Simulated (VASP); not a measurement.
# BN in VASP: a series of runs, part 2 of 4

VASP 6.6.1. The steps go on from the part before.

## 3. Electric field gradients, PBEsol (zz strain of -1 %)

INCAR

```
  PREC = Accurate
  ENCUT = 520
  EDIFF = 1E-8
  ISMEAR = -1
  SIGMA = 0.03
  LREAL = False
  LASPH = True
  NELM = 80
  ALGO = Normal
  ISIF = 2
  LWAVE = False
  LCHARG = False
  GGA = PS
  LEFG = True
  NBANDS = 11
```

KPOINTS

```
regular mesh
0
Gamma
  13 13 13
```

POSCAR

```
BN
1.0
    0.0000000000      1.8075000000      1.7894250000
    1.8075000000      0.0000000000      1.7894250000
    1.8075000000      1.8075000000      0.0000000000
B N
1 1
Direct
    0.0000000000      0.0000000000      0.0000000000
    0.7500000000      0.7500000000      0.7500000000
```

Potentials or basis: VASP PAW PBE potentials, release 64 (B, N).

The run is started by

```bash
$ cat potpaw_PBE.64/B/POTCAR potpaw_PBE.64/N/POTCAR > POTCAR
$ mpirun -np 1 vasp_std > vasp.out
```

OUTCAR:

```text
PREC = Accurate
   ENCUT = 520
   EDIFF = 1E-8
   ISMEAR = -1
   LREAL = False
   LASPH = True
   NELM = 80
   ISIF = 2
   GGA = PS

 ion  position               nearest neighbor table
   1  0.000  0.000  0.000-   2 1.56   2 1.56   2 1.56   2 1.56
   2  0.750  0.750  0.750-   1 1.56   1 1.56   1 1.56   1 1.56

  LATTYP: Found a body centered tetragonal cell.
 ALAT       =     2.5561910140
 C/A-ratio  =     1.4000714267

  Lattice vectors:

 A1 = (   0.0000000000,  -1.8075000000,  -1.7894250000)
 A2 = (   0.0000000000,   1.8075000000,  -1.7894250000)
 A3 = (   1.8075000000,   0.0000000000,   1.7894250000)

Analysis of symmetry for initial positions (statically):
=====================================================================
 Subroutine PRICEL returns:
 Original cell was already a primitive cell.

 Routine SETGRP: Setting up the symmetry group for a
 body centered tetragonal supercell.

 Subroutine GETGRP returns: Found  8 space group operations
 (whereof  8 operations were pure point group operations)
 out of a pool of 16 trial point group operations.

The static configuration has the point symmetry D_2d.

Analysis of symmetry for dynamics (positions and initial velocities):
=====================================================================
 Subroutine PRICEL returns:
 Original cell was already a primitive cell.

 Routine SETGRP: Setting up the symmetry group for a
 body centered tetragonal supercell.

 Subroutine GETGRP returns: Found  8 space group operations
 (whereof  8 operations were pure point group operations)
 out of a pool of 16 trial point group operations.

The dynamic configuration has the point symmetry D_2d.

 Subroutine INISYM returns: Found  8 space group operations
 (whereof  8 operations are pure point group operations),
 and found     1 'primitive' translations

----------------------------------------------------------------------------------------

                                     Primitive cell

  volume of cell :      11.6923

  direct lattice vectors                    reciprocal lattice vectors
     0.000000000  1.807500000  1.789425000    -0.276625173  0.276625173  0.279419367
     1.807500000  0.000000000  1.789425000     0.276625173 -0.276625173  0.279419367
     1.807500000  1.807500000  0.000000000     0.276625173  0.276625173 -0.279419367

  length of vectors
     2.543442172  2.543442172  2.556191014     0.480747496  0.480747496  0.480747496

  position of ions in fractional coordinates (direct lattice)
     0.000000000  0.000000000  0.000000000
     0.750000000  0.750000000  0.750000000

  ion indices of the primitive-cell ions
   primitive index   ion index
                 1           1
                 2           2

----------------------------------------------------------------------------------------

 KPOINTS: regular mesh

Automatic generation of k-mesh.
 Grid dimensions read from file:
 generate k-points for:   13   13   13

 Generating k-lattice:

[... 78 lines left out ...]
   IALGO  =     38    algorithm
   IMIX   =      4    mixing-type and parameters
     AMIX     =   0.40;   BMIX     =  1.00
     AMIX_MAG =   1.60;   BMIX_MAG =  1.00
  volume/ion in A,a.u.               =       5.85        39.45
  Fermi-wavevector in a.u.,A,eV,Ry     =   1.442574  2.726070 28.313996  2.081020
  Thomas-Fermi vector in A             =   2.561079
   LORBIT       =      0    0 simple, 1 ext, 2 COOP (PROOUT), +10 PAW based schemes
   GGA     = PS    functional components
   LHFCALC =     F    Hartree Fock is set to
   AEXX    =    0.0000 exact exchange contribution
   IVDW    =     0    specifies the selected vdW correction
   LEPSILON=     F    determine dielectric tensor
   LRPA    =     F    only Hartree local field effects (RPA)
 non-spin polarized calculation
  energy-cutoff  :      520.00
  volume of cell :       11.69
 maximum number of plane-waves:       331
   NGX =  9   NGY =  9   NGZ =  9

 number of electron       7.9999999 magnetization

 Free energy of the ion-electron system (eV)
  ---------------------------------------------------
  ext. energy  EPLUGINS =         0.00000000
  ---------------------------------------------------
  free energy    TOTEN  =       -18.34512658 eV

  energy without entropy =      -18.34512658  energy(sigma->0) =      -18.34512658

 E-fermi :   8.2080     XC(G=0): -13.0654

 val. band max:        7.5527813708   @ k =   0.0000   0.0000   0.0000
 cond. band min:      11.7375809523   @ k =   0.4615   0.4615   0.0000
 fundamental gap:      4.1847995815
 Fermi energy:         8.2079965748

 k-point     1 :       0.0000    0.0000    0.0000
  band No.  band energies     occupation
      1     -12.8807      2.00000
      2       7.4545      2.00000
      3       7.4545      2.00000
      4       7.5528      2.00000
      5      16.2501      0.00000
      6      16.3205      0.00000
      7      16.3205      0.00000
      8      17.9168      0.00000
      9      32.1867      0.00000
     10      35.0390      0.00000
     11      35.5449      0.00000
[... 309 lines left out ...]
 k-point    24 :       0.4615    0.1538    0.0000
  band No.  band energies     occupation
      1      -8.8007      2.00000
      2      -1.9439      2.00000
      3       4.2691      2.00000
      4       4.5291      2.00000
      5      16.2143      0.00000
      6      19.7588      0.00000
      7      19.9774      0.00000
      8      22.1041      0.00000
      9      28.2808      0.00000
     10      33.8897      0.00000
     11      35.5358      0.00000

 [... further k-points ...]

------------------------ aborting loop because EDIFF is reached ----------------------------------------

  FORCE on cell =-STRESS in cart. coord.  units (eV):
  Direction    XX          YY          ZZ          XY          YZ          ZX
  --------------------------------------------------------------------------------------
  -------------------------------------------------------------------------------------
  Total       -0.0361944     -0.0361944      0.4058124      0.0000000      0.0000000     -0.0000000
  in kB       -4.9596531     -4.9596531     55.6078091      0.0000000      0.0000000     -0.0000000
  external PRESSURE =      15.2295010 kB  Pullay stress =       0.0000000 kB

 VOLUME and BASIS-vectors are now :
 -----------------------------------------------------------------------------
  energy-cutoff  :      520.00
  volume of cell :       11.69
      direct lattice vectors                 reciprocal lattice vectors
     0.000000000  1.807500000  1.789425000    -0.276625173  0.276625173  0.279419367
     1.807500000  0.000000000  1.789425000     0.276625173 -0.276625173  0.279419367
     1.807500000  1.807500000  0.000000000     0.276625173  0.276625173 -0.279419367

 POSITION                                       TOTAL-FORCE (eV/Angst)
 -----------------------------------------------------------------------------------
      0.00000      0.00000      0.00000         0.000000      0.000000      0.000000
      2.71125      2.71125      2.68414        -0.000000     -0.000000     -0.000000
 -----------------------------------------------------------------------------------
    total drift:                               -0.000000     -0.000000      0.000000

  FREE ENERGIE OF THE ION-ELECTRON SYSTEM (eV)
  ---------------------------------------------------
  free  energy   TOTEN  =       -18.3451265821 eV

  energy  without entropy=      -18.3451265821  energy(sigma->0) =      -18.34512658

 Electric field gradients (V/A^2)
---------------------------------------------------------------------
 ion       V_xx      V_yy      V_zz      V_xy      V_xz      V_yz
---------------------------------------------------------------------
   1      -0.177    -0.177     0.354    -0.000    -0.000    -0.000
   2       0.797     0.797    -1.594    -0.000    -0.000    -0.000
---------------------------------------------------------------------

 Electric field gradients after diagonalization (V/A^2)
 (convention: |V_zz| > |V_xx| > |V_yy|)
----------------------------------------------------------------------
 ion       V_xx      V_yy      V_zz     asymmetry (V_yy - V_xx)/ V_zz
----------------------------------------------------------------------
   1      -0.177    -0.177     0.354       0.000
   2       0.797     0.797    -1.594       0.000
----------------------------------------------------------------------

           NMR quadrupolar parameters

 Cq : quadrupolar parameter    Cq=e*Q*V_zz/h
 eta: asymmetry parameters     (V_yy - V_xx)/ V_zz
 Q  : nuclear electric quadrupole moment in mb (millibarn)
----------------------------------------------------------------------
 ion       Cq(MHz)       eta       Q (mb)
----------------------------------------------------------------------
   1       0.001       0.000       1.000
   2      -0.004       0.000       1.000
----------------------------------------------------------------------
```

Wall time 24 s (1 thread of AMD EPYC 7R43 (Zen 3), shared host); peak memory 0.11 GiB.

What came out:

```yaml
Free_energy: -18.3451 eV
Pressure: 1.5 GPa
Band_gap_on_the_k_mesh: 4.18 eV, indirect (least direct gap 8.70 eV)
```

Stress tensor (GPa, compression positive):
```
-0.50  0.00  0.00
 0.00 -0.50  0.00
 0.00  0.00  5.56
```

Electric field gradients, principal values (V/Å²):
| atom | least | middle | greatest (by size) |
| --- | --- | --- | --- |
| 1 B | -0.177 | -0.177 | 0.354 |
| 2 N | 0.797 | 0.797 | -1.594 |

Caveat: the cell differs from its parent crystal (zz strain of -1 %); without QUAD_EFG the Cq values of the log hold for a quadrupole moment of 1 mb, not for the nuclei; the PAW data sets were made with another functional, which shifts forces and pressure a little. A k mesh can miss the band edges.

(Continued in part 3 of 4.)
